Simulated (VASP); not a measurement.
Write the native input for VASP 6.6.1 that does the following.

| Property | Result |
| --- | --- |
| Task | single point |
| Functional | PBE |
| Potentials or basis | VASP PAW PBE potentials, release 64 (Gd, N) |
| Cutoff | 520 eV |
| k mesh | 10 × 10 × 10 |
| Occupations | gaussian, width 0.05 eV |
| Spin | collinear spin, ferromagnetic start |
| Starting moments | [7.62, -0.16] μB |
| Hubbard terms | Gd f U = 6.0 eV |
| Dipole correction | no |
| Further INCAR settings | ALGO = Normal; EDIFF = 1e-06; NBANDS = 22 |

The structure of GdN lies in POSCAR:

```
GdN
1.0
    0.0000000000      2.4673137652      2.4673137652
    2.4673137652      0.0000000000      2.4673137652
    2.4673137652      2.4673137652      0.0000000000
Gd N
1 1
Direct
    0.5000000000      0.5000000000      0.5000000000
    0.0000000000      0.0000000000      0.0000000000
```

The input as run:

INCAR

```
SYSTEM = GdN
PREC     = Accurate       ! precision mode
ENCUT    = 520            ! plane-wave cutoff, eV
EDIFF    = 1E-6           ! SCF threshold, eV
ISMEAR   = 0              ! smearing method
SIGMA    = 0.05           ! smearing width, eV
LREAL    = .FALSE.        ! projectors in reciprocal space
LASPH    = .TRUE.         ! aspherical terms in the spheres
NELM     = 150            ! most SCF steps
ALGO     = Normal         ! electronic algorithm
ISIF     = 2              ! what is computed and relaxed
LWAVE    = .FALSE.        ! write WAVECAR
LCHARG   = .FALSE.        ! write CHGCAR
ISPIN    = 2              ! spin polarisation
MAGMOM   = 7.62 -0.16     ! initial moments
LORBIT   = 11             ! projections on sites
LMAXMIX  = 6              ! l up to which the mixer works
LDAU     = .TRUE.         ! DFT+U
LDAUTYPE = 2            
LDAUL    = 3 -1           ! shell
LDAUU    = 6 0            ! U, eV
LDAUJ    = 0 0          
LDAUPRINT= 1            
GGA      = PE             ! functional
NBANDS   = 22             ! bands
```

KPOINTS

```
regular mesh
0
G
  10 10 10
  0 0 0
```

Potentials or basis: VASP PAW PBE potentials, release 64 (Gd, N).

Run with:

```console
$ cat potpaw_PBE.64/Gd/POTCAR potpaw_PBE.64/N/POTCAR > POTCAR
$ mpirun -np 1 vasp_std > vasp.out
```

It gave:

```json
{
  "Pressure": "7.0 GPa",
  "Band gap on the k mesh": "zero (filled and empty bands overlap)",
  "Net moment": "7.00 μB per cell",
  "Site moments": "Gd +6.87; N -0.12 μB",
  "Valence electrons inside the program's atomic spheres": "Gd 15.25; N 3.66"
}
```

Caveat: the cell stands under pressure; spin-orbit coupling is left out, which moves the levels of the heavy elements; a cell with one magnetic atom can't hold antiferromagnetic order, which such compounds often take.

Wall time 2.5 min on 1 thread of Intel(R) Xeon(R) Platinum 8259CL CPU @ 2.50GHz (Skylake/Cascade Lake), on a shared host, peak memory 0.22 GiB.
